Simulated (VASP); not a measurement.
# Te (C2/m) in VASP: electric field gradients with PBE

Aim: the electric field gradients of Te with PBE.

All numbers are computed with VASP 6.6.1; they aren't measurements. Logs are shortened: lines on timing, memory, paths and dates and some standing lists are left out, and cuts for length are marked.

## Step 1: The cell of the first run

The structure is monoclinic, space group C2/m (No. 12). The conventional cell has a = 8.468 Å, b = 4.742 Å, c = 3.959 Å, α = 90.00°, β = 91.89°, γ = 90.00°. Within 3.9 Å of Te (site symmetry m) lie 11 Te at 2.99 to 3.89 Å. Within 3.9 Å of Te (site symmetry 2/m) lie 12 Te at 2.99 to 3.89 Å.

## Step 2: Electric field gradients, PBE

INCAR reads:

```
  PREC = Accurate
  ENCUT = 520
  EDIFF = 1E-8
  ISMEAR = -1
  SIGMA = 0.08
  LREAL = F
  LASPH = T
  NELM = 100
  ALGO = Normal
  ISIF = 2
  LWAVE = F
  LCHARG = F
  GGA = PE
  LEFG = T
  NBANDS = 16
```

KPOINTS reads:

```
Automatic mesh
0
Gamma
  10 10 10
```

POSCAR reads:

```
Te
1.0
    4.2341000000     -2.3712000000      0.0000000000
    4.2341000000      2.3712000000      0.0000000000
   -0.1304500000      0.0000000000      3.9573500000
Te
3
Direct
    0.6760000000      0.6760000000      0.6750000000
    0.3240000000      0.3240000000      0.3250000000
    0.0000000000      0.0000000000      0.0000000000
```

Potentials or basis: VASP PAW PBE potentials, release 64 (Te).

On the command line:

```bash
$ cat potpaw_PBE.64/Te/POTCAR > POTCAR
$ mpirun -np 1 vasp_std > vasp.out
```

OUTCAR:

```text
PREC = Accurate
   ENCUT = 520
   EDIFF = 1E-8
   ISMEAR = -1
   LREAL = F
   LASPH = T
   NELM = 100
   ISIF = 2
   GGA = PE

 ion  position               nearest neighbor table
   1  0.676  0.676  0.675-   3 2.99   2 3.04   2 3.04   3 3.10   3 3.10   2 3.25
   2  0.324  0.324  0.325-   3 2.99   1 3.04   1 3.04   3 3.10   3 3.10   1 3.25
   3  0.000  0.000  0.000-   1 2.99   2 2.99   1 3.10   1 3.10   2 3.10   2 3.10

  LATTYP: Found a base centered monoclinic cell.
 ALAT       =     8.4682000000
 B/A-ratio  =     0.5600245625
 C/A-ratio  =     0.4675727418
 COS(beta)  =    -0.0329460833

  Lattice vectors:

 A1 = (   4.2341000000,  -2.3712000000,   0.0000000000)
 A2 = (   4.2341000000,   2.3712000000,   0.0000000000)
 A3 = (  -0.1304500000,   0.0000000000,   3.9573500000)

Analysis of symmetry for initial positions (statically):
=====================================================================
 Subroutine PRICEL returns:
 Original cell was already a primitive cell.

 Routine SETGRP: Setting up the symmetry group for a
 base centered monoclinic supercell.

 Subroutine GETGRP returns: Found  4 space group operations
 (whereof  4 operations were pure point group operations)
 out of a pool of  4 trial point group operations.

The static configuration has the point symmetry C_2h.

Analysis of symmetry for dynamics (positions and initial velocities):
=====================================================================
 Subroutine PRICEL returns:
 Original cell was already a primitive cell.

 Routine SETGRP: Setting up the symmetry group for a
 base centered monoclinic supercell.

 Subroutine GETGRP returns: Found  4 space group operations
 (whereof  4 operations were pure point group operations)
 out of a pool of  4 trial point group operations.

The dynamic configuration has the point symmetry C_2h.

 Subroutine INISYM returns: Found  4 space group operations
 (whereof  4 operations are pure point group operations),
 and found     1 'primitive' translations

----------------------------------------------------------------------------------------

                                     Primitive cell

  volume of cell :      79.4628

  direct lattice vectors                    reciprocal lattice vectors
     4.234100000 -2.371200000  0.000000000     0.118088850 -0.210863698  0.003892678
     4.234100000  2.371200000  0.000000000     0.118088850  0.210863698  0.003892678
    -0.130450000  0.000000000  3.957350000     0.000000000  0.000000000  0.252694354

  length of vectors
     4.852854031  4.852854031  3.959499492     0.241709802  0.241709802  0.252694354

  position of ions in fractional coordinates (direct lattice)
     0.676000000  0.676000000  0.675000000
     0.324000000  0.324000000  0.325000000
     0.000000000  0.000000000  0.000000000

  ion indices of the primitive-cell ions
   primitive index   ion index
                 1           1
                 2           2
                 3           3

----------------------------------------------------------------------------------------

 KPOINTS: Automatic mesh

Automatic generation of k-mesh.
 Grid dimensions read from file:
 generate k-points for:   10   10   10

 Generating k-lattice:

  Cartesian coordinates                     Fractional coordinates (reciprocal lattice)
     0.011808885 -0.021086370  0.000389268     0.100000000  0.000000000 -0.000000000
     0.011808885  0.021086370  0.000389268     0.000000000  0.100000000 -0.000000000
     0.000000000  0.000000000  0.025269435     0.000000000  0.000000000  0.100000000

  Length of vectors
     0.024170980  0.024170980  0.025269435

  Shift w.r.t. Gamma in fractional coordinates (k-lattice)
     0.000000000  0.000000000  0.000000000

 Subroutine IBZKPT returns following result:
 ===========================================

 Found    282 irreducible k-points:

 Following reciprocal coordinates:
            Coordinates               Weight
  0.000000  0.000000  0.000000      1.000000
  0.100000  0.000000 -0.000000      4.000000
  0.200000  0.000000 -0.000000      4.000000
  0.300000  0.000000  0.000000      4.000000
  0.400000  0.000000 -0.000000      4.000000
  0.500000  0.000000 -0.000000      2.000000
[... 16 lines left out ...]
  0.300000  0.300000  0.000000      2.000000
  0.400000  0.300000  0.000000      4.000000
 [... further k-points ...]
   k-points           NKPTS =    282   k-points in BZ     NKDIM =    282   number of bands    NBANDS=     16
   number of dos      NEDOS =    301   number of ions     NIONS =      3
   total plane-waves  NPLWV =  38880
   dimension x,y,z NGX =    36 NGY =   36 NGZ =   30
   dimension x,y,z NGXF=    72 NGYF=   72 NGZF=   60
   ions per type =               3
   NGX,Y,Z   is equivalent  to a cutoff of  12.33, 12.33, 12.60 a.u.
   NGXF,Y,Z  is equivalent  to a cutoff of  24.67, 24.67, 25.19 a.u.
 SYSTEM =  unknown system
   PREC   = accura    normal or accurate (medium, high low for compatibility)
   ISTART =      0    job   : 0-new  1-cont  2-samecut
   ICHARG =      2    charge: 1-file 2-atom 10-const
   ISPIN  =      1    spin polarized calculation?
   LNONCOLLINEAR =      F non collinear calculations
   LSORBIT =      F    spin-orbit coupling
   LASPH  =      T    aspherical Exc in radial PAW
   ENCUT  =  520.0 eV  38.22 Ry    6.18 a.u.   9.02  9.02  7.36*2*pi/ulx,y,z
   NELM   =    100;   NELMIN=  2; NELMDL= -5     # of ELM steps
   EDIFF  = 0.1E-07   stopping-criterion for ELM
   LREAL  =      F    real-space projection
   EDIFFG = 0.1E-06   stopping-criterion for IOM
   NSW    =      0    number of steps for IOM
   IBRION =     -1    ionic relax: 0-MD 1-quasi-New 2-CG
   NFREE  =      0    steps in history (QN), initial steepest desc. (CG)
   ISIF   =      2    stress and relaxation
   ISYM   =      2    0-nonsym 1-usesym 2-fastsym
   POTIM  = 0.5000    time-step for ionic-motion
   TEBEG  =    0.0;   TEEND  =   0.0 temperature during run
   PSTRESS=    0.0 pullay stress
   NELECT =      18.0000    total number of electrons
   NUPDOWN=      -1.0000    fix difference up-down
   EMIN   =  10.00;   EMAX   =-10.00  energy-range for DOS
   EFERMI =   0.00;   METHOD = LEGACY
   ISMEAR =    -1;   SIGMA  =   0.08  broadening in eV -4-tet -1-fermi 0-gaus
   EFERMI_NEDOS =   21; number of points for ismear=-14 and -15
   IALGO  =     38    algorithm
   IMIX   =      4    mixing-type and parameters
     AMIX     =   0.40;   BMIX     =  1.00
     AMIX_MAG =   1.60;   BMIX_MAG =  1.00
  volume/ion in A,a.u.               =      26.49       178.75
  Fermi-wavevector in a.u.,A,eV,Ry     =   0.997955  1.885862 13.550243  0.995915
  Thomas-Fermi vector in A             =   2.130146
   LORBIT       =      0    0 simple, 1 ext, 2 COOP (PROOUT), +10 PAW based schemes
   GGA     = PE    functional components
   LHFCALC =     F    Hartree Fock is set to
   AEXX    =    0.0000 exact exchange contribution
   IVDW    =     0    specifies the selected vdW correction
   LEPSILON=     F    determine dielectric tensor
   LRPA    =     F    only Hartree local field effects (RPA)
 non-spin polarized calculation
  energy-cutoff  :      520.00
  volume of cell :       79.46
 maximum number of plane-waves:      2158
   NGX = 19   NGY = 19   NGZ = 15

 number of electron      18.0000000 magnetization

 Free energy of the ion-electron system (eV)
  ---------------------------------------------------
  ext. energy  EPLUGINS =         0.00000000
  ---------------------------------------------------
  free energy    TOTEN  =        -8.75818978 eV

  energy without entropy =       -8.72584630  energy(sigma->0) =       -8.74201804

 E-fermi :   9.0380     XC(G=0): -10.3291

 val. band max:        9.0353708938   @ k =  -0.2000  -0.3000   0.2000
 cond. band min:       9.0381105289   @ k =   0.5000   0.3000   0.5000
 fundamental gap:      0.0027396351
 Fermi energy:         9.0380103975

 k-point     1 :       0.0000    0.0000    0.0000
  band No.  band energies     occupation
      1      -5.8063      2.00000
      2      -0.5692      2.00000
      3      -0.5229      2.00000
      4       4.2962      2.00000
      5       4.5625      2.00000
      6       5.0787      2.00000
[... 8 lines left out ...]
     15      16.2226      0.00000
     16      16.2757      0.00000

 k-point     2 :       0.1000    0.0000   -0.0000
  band No.  band energies     occupation
      1      -5.7241      2.00000
      2      -0.7305      2.00000
      3      -0.6503      2.00000
      4       3.8406      2.00000
      5       4.3046      2.00000
      6       5.2770      2.00000
[... 8 lines left out ...]
     15      15.9510      0.00000
     16      16.3309      0.00000

 k-point     3 :       0.2000    0.0000   -0.0000
  band No.  band energies     occupation
      1      -5.4784      2.00000
      2      -1.2836      2.00000
      3      -0.8824      2.00000
      4       3.3864      2.00000
      5       4.1614      2.00000
      6       5.8510      2.00000
[... 8 lines left out ...]
     15      15.5432      0.00000
     16      17.1188      0.00000

 k-point     4 :       0.3000    0.0000    0.0000
  band No.  band energies     occupation
      1      -5.0730      2.00000
      2      -2.0999      2.00000
      3      -1.0917      2.00000
      4       2.9850      2.00000
      5       4.5970      2.00000
      6       6.1370      2.00000
[... 8 lines left out ...]
     15      15.3523      0.00000
     16      16.8134      0.00000
[... 324 lines left out ...]
 k-point    22 :      -0.2000    0.2000    0.0000
  band No.  band energies     occupation
      1      -4.8197      2.00000
      2      -2.1378      2.00000
      3      -1.7537      2.00000
      4       3.9718      2.00000
      5       4.0744      2.00000
      6       6.3753      2.00000
[... 8 lines left out ...]
     15      15.7603      0.00000
     16      16.7321      0.00000

 k-point    23 :       0.3000    0.3000    0.0000
  band No.  band energies     occupation
      1      -5.1035      2.00000
      2      -2.1759      2.00000
      3      -0.9945      2.00000
      4       3.1247      2.00000
      5       4.6237      2.00000
      6       5.9430      2.00000
[... 8 lines left out ...]
     15      15.4141      0.00000
     16      16.7766      0.00000

 k-point    24 :       0.4000    0.3000    0.0000
  band No.  band energies     occupation
      1      -4.7952      2.00000
      2      -2.5572      2.00000
      3      -1.3395      2.00000
      4       3.3156      2.00000
      5       4.8748      2.00000
      6       6.0541      2.00000
[... 8 lines left out ...]
     15      15.5804      0.00000
     16      16.2064      0.00000

 [... further k-points ...]

------------------------ aborting loop because EDIFF is reached ----------------------------------------

  FORCE on cell =-STRESS in cart. coord.  units (eV):
  Direction    XX          YY          ZZ          XY          YZ          ZX
  --------------------------------------------------------------------------------------
  -------------------------------------------------------------------------------------
  Total        4.4794796      4.5006539      4.9280225      0.0000000      0.0000000      0.5080266
  in kB       90.3180164     90.7449457     99.3618130      0.0000000      0.0000000     10.2431445
  external PRESSURE =      93.4749250 kB  Pullay stress =       0.0000000 kB

 VOLUME and BASIS-vectors are now :
 -----------------------------------------------------------------------------
  energy-cutoff  :      520.00
  volume of cell :       79.46
      direct lattice vectors                 reciprocal lattice vectors
     4.234100000 -2.371200000  0.000000000     0.118088850 -0.210863698  0.003892678
     4.234100000  2.371200000  0.000000000     0.118088850  0.210863698  0.003892678
    -0.130450000  0.000000000  3.957350000     0.000000000  0.000000000  0.252694354

 POSITION                                       TOTAL-FORCE (eV/Angst)
 -----------------------------------------------------------------------------------
      5.63645      0.00000      2.67121        -0.439281      0.000000     -0.174457
      2.70130      0.00000      1.28614         0.439281      0.000000      0.174457
      0.00000      0.00000      0.00000         0.000000      0.000000      0.000000
 -----------------------------------------------------------------------------------
    total drift:                               -0.000000      0.000000      0.000000

  FREE ENERGIE OF THE ION-ELECTRON SYSTEM (eV)
  ---------------------------------------------------
  free  energy   TOTEN  =        -8.7581897850 eV

  energy  without entropy=       -8.7258463027  energy(sigma->0) =       -8.74201804

 Electric field gradients (V/A^2)
---------------------------------------------------------------------
 ion       V_xx      V_yy      V_zz      V_xy      V_xz      V_yz
---------------------------------------------------------------------
   1     108.924   163.147  -272.070    -0.000   -52.540    -0.000
   2     108.924   163.147  -272.070    -0.000   -52.540     0.000
   3     230.583    66.798  -297.381    -0.000    75.435    -0.000
---------------------------------------------------------------------

 Electric field gradients after diagonalization (V/A^2)
 (convention: |V_zz| > |V_xx| > |V_yy|)
----------------------------------------------------------------------
 ion       V_xx      V_yy      V_zz     asymmetry (V_yy - V_xx)/ V_zz
----------------------------------------------------------------------
   1     163.147   116.036  -279.183       0.169
   2     163.147   116.036  -279.183       0.169
   3     241.149    66.798  -307.947       0.566
----------------------------------------------------------------------

           NMR quadrupolar parameters

 Cq : quadrupolar parameter    Cq=e*Q*V_zz/h
 eta: asymmetry parameters     (V_yy - V_xx)/ V_zz
 Q  : nuclear electric quadrupole moment in mb (millibarn)
----------------------------------------------------------------------
 ion       Cq(MHz)       eta       Q (mb)
----------------------------------------------------------------------
   1      -0.675       0.169       1.000
   2      -0.675       0.169       1.000
   3      -0.745       0.566       1.000
----------------------------------------------------------------------
```

It took 3.7 min on 1 thread of Intel Xeon Platinum 8375C at 2.90GHz (Ice Lake), shared host; peak memory 0.39 GiB.

What came out:

- Free energy: -8.7582 eV
- Pressure: 9.3 GPa
- Largest force: 0.473 eV/Å
- Band gap on the k mesh: zero (band 9 reaches 10.68 eV, above the bottom of band 10 at 7.21 eV)

Forces in eV/Å, atoms in the order of the input:
```
Te  -0.439  0.000 -0.174
Te   0.439  0.000  0.174
Te   0.000  0.000  0.000
```

Electric field gradients, principal values (V/Å²):
```
atom    least   middle  greatest (by size)
1 Te  116.036  163.147            -279.183
2 Te  116.036  163.147            -279.183
3 Te   66.798  241.149            -307.947
```

Caveat: without QUAD_EFG the Cq values of the log hold for a quadrupole moment of 1 mb, not for the nuclei; spin-orbit coupling is left out, which moves the levels of the heavy elements.
